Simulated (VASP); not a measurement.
Input of a VASP 6.6.1 run:

File INCAR:

```
SYSTEM = AgCl
ALGO = Normal
EDIFF = 1E-6
ENCUT = 520
GGA = PS
ISIF = 2
ISMEAR = -1
LASPH = .True.
LCHARG = .False.
LREAL = .False.
LWAVE = .False.
NBANDS = 16
NELM = 60
PREC = Accurate
SIGMA = 0.01
```

The input KPOINTS:

```
k-points
0
Gamma
  9 9 9
  0 0 0
```

The input POSCAR:

```
AgCl
1.0
    0.0000000000      2.7731500000      2.8008815000
    2.7731500000      0.0000000000      2.8008815000
    2.7731500000      2.7731500000      0.0000000000
Ag Cl
1 1
Direct
    0.5000000000      0.5000000000      0.5000000000
    0.0000000000      0.0000000000      0.0000000000
```

Potentials or basis: VASP PAW PBE potentials, release 64 (Ag, Cl).

Launch:

```sh
$ cat potpaw_PBE.64/Ag/POTCAR potpaw_PBE.64/Cl/POTCAR > POTCAR
$ mpirun -np 1 vasp_std > vasp.out
```

Predict the pressure.

-3.1 GPa.

What does it give for the band gap on the k mesh?

0.75 eV, indirect (least direct gap 2.97 eV).

Stress tensor (GPa, compression positive):
```
-3.10  0.00  0.00
 0.00 -3.10  0.00
 0.00  0.00 -3.20
```

Caveat: the cell differs from its parent crystal (zz strain of +1 %); the PAW data sets were made with another functional, which shifts forces and pressure a little. A k mesh can miss the band edges.
